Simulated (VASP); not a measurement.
## Ta: relaxation of cell and atoms with PBEsol

The system is Ta.

```
Ta
1.0
     2.69200    0.00000    0.00000
     0.00000    2.69200    0.00000
     0.00000    0.00000    2.69200
Ta
1
Cartesian
  0.0000 0.0000 0.0000
```

| Property | Result |
| --- | --- |
| Program | VASP 6.6.1 |
| Task | relaxation of cell and atoms |
| Functional | PBEsol |
| Potentials or basis | VASP PAW PBE potentials, release 64 (Ta_pv) |
| Cutoff | 600 eV |
| k mesh | 12 × 12 × 12 |
| Occupations | fermi-dirac, width 0.1 eV |
| Spin | no spin polarisation |
| Dipole correction | no |
| Further INCAR settings | ALGO = Normal; EDIFF = 1e-06; IBRION = 2; EDIFFG = -0.01; NSW = 80; ISIF = 3 |

- Relaxed volume: 19.88 Å³/atom
- Relaxed cell: a = 2.709 Å, b = 2.709 Å, c = 2.709 Å, α = 90.00°, β = 90.00°, γ = 90.00°
- Space group after relaxing (to 0.05 Å): Pm-3m (No. 221)
- Energy gained by relaxing: 3.5 meV/atom
- Ionic steps: 3
- Pressure after relaxing: 0.0 GPa

The path:
```tsv
step	energy change (eV)	largest force (eV/Å)	pressure (GPa)	volume (Å³)
1	0.0000	0.0000	3.06	19.51
2	0.0081	0.0000	-5.11	20.58
3	-0.0035	0.0000	-0.02	19.88
```

Final structure:
```
Ta
1.0
     2.70900    0.00000    0.00000
     0.00000    2.70900    0.00000
     0.00000    0.00000    2.70900
Ta
1
Direct
  0.00000 0.00000 0.00000
```

Levels at points of the mesh, in eV from the Fermi level:
| k point | band 3 | band 4 | band 5 | band 6 | band 7 | band 8 | band 9 |
| --- | --- | --- | --- | --- | --- | --- | --- |
| (0.00, 0.00, 0.00) | -33.23 | -7.38 | -2.69 | -2.69 | 6.41 | 6.41 | 6.41 |
| (0.50, 0.00, 0.00) | -33.11 | -3.81 | -1.69 | 0.07 | 2.48 | 2.48 | 6.84 |
| (0.50, 0.50, 0.00) | -33.00 | -4.14 | -1.40 | 3.30 | 3.30 | 5.36 | 5.36 |
| (0.50, 0.50, 0.50) | -34.20 | -2.43 | -2.43 | -2.43 | 7.63 | 9.40 | 9.40 |

Run time: 14 s on 1 thread of Intel(R) Xeon(R) Platinum 8488C (Sapphire Rapids) (shared host), peak memory 0.16 GiB.

Caveat: the PAW data sets were made with another functional, which shifts forces and pressure a little; spin-orbit coupling is left out, which moves the levels of the heavy elements.
